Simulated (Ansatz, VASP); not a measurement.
# Two plane-wave programs on MnNi2

```
CELL_PARAMETERS angstrom
4.02897 0.00000 0.00000
-2.01448 3.48919 0.00000
0.00000 0.00000 2.59264
ATOMIC_POSITIONS crystal
Mn 0.00000 0.00000 0.00000
Ni 0.33333 0.66667 0.50000
Ni 0.66667 0.33333 0.50000
```

Alike in both runs: functional PBE; k mesh 12 × 12 × 18; occupations gaussian, width 0.1 eV; collinear spin.

Ansatz relaxed the structure, and its values are those at the end. VASP's run is a single point on that final structure, the one shown.

|  | VASP | Ansatz |
| --- | --- | --- |
| version | VASP 6.6.1 | Ansatz 0.2.0 |
| potentials or method | VASP PAW PBE potentials, release 64 (Mn_pv, Ni), cutoff 520 eV | scalar-relativistic, plane waves, PAW |
| valence electrons in the cell | 33 | 51 |

|  | VASP | Ansatz | Ansatz less VASP |
| --- | --- | --- | --- |
| gap on the k mesh at the Fermi level (eV) | none | none | - |
| pressure (GPa) | 0.2 | 0.0 | -0.18 |
| net moment per atom (μB) | 1.63 | 1.64 | +0.004 |
| size of the moment on the site where the two differ most (μB) | 0.64 | 0.70 | +0.065 |

Site moments also hang on the region over which each program counts them. A gap of «none» marks a metal or a gap that the smearing closes. VASP's potentials hold 33 valence electrons a cell and Ansatz's 51, so a difference there can come from the potentials and not from the codes.
